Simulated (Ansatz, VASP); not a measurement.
**BN in VASP and in Ansatz**

```xyz
4
Lattice="2.5025 0.0000 0.0000 -1.2512 2.1672 0.0000 0.0000 0.0000 4.2101" Properties=species:S:1:pos:R:3 pbc="T T T"
B     0.0000    1.4448    0.0003
B     1.2512    0.7224    2.1054
N     0.0000    1.4448    1.5743
N     1.2512    0.7224    3.6793
```

Change from the starting cell: strained cell.

Alike in both runs: functional PBEsol; k mesh 9 × 9 × 6; occupations gaussian, width 0.02 eV; no spin polarisation.

Ansatz relaxed the structure, and its values are those at the end. VASP's run is a single point on that final structure, the one shown.

```csv
,VASP,Ansatz
version,VASP 6.6.1,Ansatz 0.2.0
potentials or method,"VASP PAW PBE potentials, release 64 (B_h, N_h), cutoff 1330 eV","scalar-relativistic, plane waves, PAW"
valence electrons in the cell,16,16
```

Ansatz gave:

| Property | Result |
| --- | --- |
| gap on the k mesh at the Fermi level (eV) | 4.80 |
| least direct gap on the mesh (eV) | 8.18 |
| pressure (GPa) | 11.6 |

Estimate VASP's values.

gap on the k mesh at the Fermi level (eV): 4.80; least direct gap on the mesh (eV): 8.19; pressure (GPa): 11.9.

VASP's potentials were made for PBE, not for PBEsol, and Ansatz warns of the same on its side. Ansatz's warnings: stress scf threshold loose.
